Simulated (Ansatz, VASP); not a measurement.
Zn: VASP beside Ansatz

Contents of INCAR:

```
SYSTEM = Zn
  PREC = Accurate
  ENCUT = 520
  EDIFF = 1E-7
  ISMEAR = -1
  SIGMA = 0.05
  LREAL = .FALSE.
  LASPH = .TRUE.
  NELM = 60
  ALGO = Fast
  ISIF = 2
  LWAVE = .FALSE.
  LCHARG = .FALSE.
  GGA = PS
  NBANDS = 25
```

KPOINTS

```
Automatic mesh
0
G
  10 10 3
  0 0 0
```

The input POSCAR:

```
Zn
1.0
    2.2681701736     -1.3084870100      0.0000000000
    2.2681701736      1.3084870100      0.0000000000
   -1.5917165425      0.0000000000      7.3734122738
Zn
3
Direct
    0.7780178600      0.7780178600      0.3345049800
    0.2219821400      0.2219821400      0.6654950200
    0.0000000000      0.0000000000      0.0000000000
```

input.yaml

```yaml
crystal:
  lattice:
    - [2.2681701736, -1.30848701, 0.0]
    - [2.2681701736, 1.30848701, 0.0]
    - [-1.5917165425, 0.0, 7.3734122738]
  atoms:
    - { symbol: Zn, position: [0.77801786, 0.77801786, 0.33450498] }
    - { symbol: Zn, position: [0.22198214, 0.22198214, 0.66549502] }
    - { symbol: Zn, position: [0.0, 0.0, 0.0] }
hamiltonian:
  xc: pbesol
  pseudopotentials: { kind: paw }
kpoints:
  mp_grid: { grid: [10, 10, 3] }
  band_path:
    path:
      - [[0.0, 0.0, 0.0], [-0.5, -0.5, 0.0], [-0.5099023149, -0.5099023149, 0.1560678727], [-0.5, -0.5, 0.5], [-0.6739719435, -0.3260280565, 0.5]]
      - [[-0.3260280565, 0.3260280565, 0.5], [0.0, 0.0, 0.5], [-0.4900976851, -0.4900976851, 0.8439321273]]
      - [[-0.5, -0.5, 0.0], [-0.6629219533, -0.3370780467, 0.0]]
      - [[-0.3370780467, 0.3370780467, 0.0], [0.0, 0.0, 0.0], [-0.5, 0.0, 0.0]]
      - [[-0.5, 0.0, 0.5], [0.0, 0.0, 0.0]]
    npoints: 14
scf:
  occupations: { method: fermi_dirac, width: 0.05 }
  n_extra_bands: 7
output:
  forces: true
  stress: true
  eigenvalues: true
  fatbands: true
```

Alike in both runs: functional PBEsol; k mesh 10 × 10 × 3; occupations fermi-dirac, width 0.05 eV; no spin polarisation.

|  | VASP | Ansatz |
| --- | --- | --- |
| version | VASP 6.6.1 | Ansatz 0.2.0 |
| potentials or method | VASP PAW PBE potentials, release 64 (Zn) | Ansatz PAW |
| plane-wave cutoff (eV) | 520 | 420 |
| valence electrons in the cell | 36 | 36 |
| task | single point | band structure |

```tsv
	VASP	Ansatz	Ansatz less VASP
gap on the k mesh at the Fermi level (eV)	none	none	-
pressure (GPa)	-1.7	-2.1	-0.40
traceless stress, the component that is largest in VASP (GPa)	-0.76	-0.76	+0.004
```

VASP's potentials were made for PBE, not for PBEsol. A gap of «none» marks a metal or a gap that the smearing closes.
